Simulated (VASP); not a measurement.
# AlN: single point with PBE

The system is AlN.

```
Al N
1.0
     0.00000    2.07861    1.76682
     2.07861    0.00000    1.76682
     2.07861    2.07861    0.00000
Al N
1 1
Direct
  0.00000 0.00000 0.00000
  0.50000 0.50000 0.50000
```

- Program: VASP 6.6.1
- Task: single point
- Functional: PBE
- Potentials or basis: VASP PAW PBE potentials, release 64 (Al, N)
- Cutoff: 600 eV
- k mesh: 8 × 8 × 8
- Occupations: gaussian, width 0.05 eV
- Spin: no spin polarisation

```
Pressure               : 47.9 GPa
Band gap on the k mesh : 3.77 eV, indirect (least direct gap 5.96 eV)
```

Stress tensor (GPa, compression positive):
```
 15.19   0.00   0.00
  0.00  15.19   0.00
  0.00   0.00 113.18
```

Levels at points of the mesh, in eV from the valence-band top:
```csv
k point,band 1,band 2,band 3,band 4,band 5,band 6,band 7,band 8
"(0.00, 0.00, 0.00)",-18.67,-1.24,0.00,0.00,5.96,11.69,11.69,13.90
"(0.50, 0.00, 0.00)",-15.09,-9.14,-2.01,-1.49,5.67,9.57,13.62,14.84
"(0.50, 0.50, 0.00)",-13.30,-7.56,-4.25,-4.25,3.77,4.63,15.91,17.25
"(0.50, 0.00, 0.50)",-14.54,-8.57,-3.83,-1.85,5.70,5.83,13.87,16.12
```

It took 7.9 s on 1 thread of AMD EPYC 9R45 96-Core Processor (Zen 5), with other jobs on the host, peak memory 0.11 GiB.

A k mesh can miss the band edges.
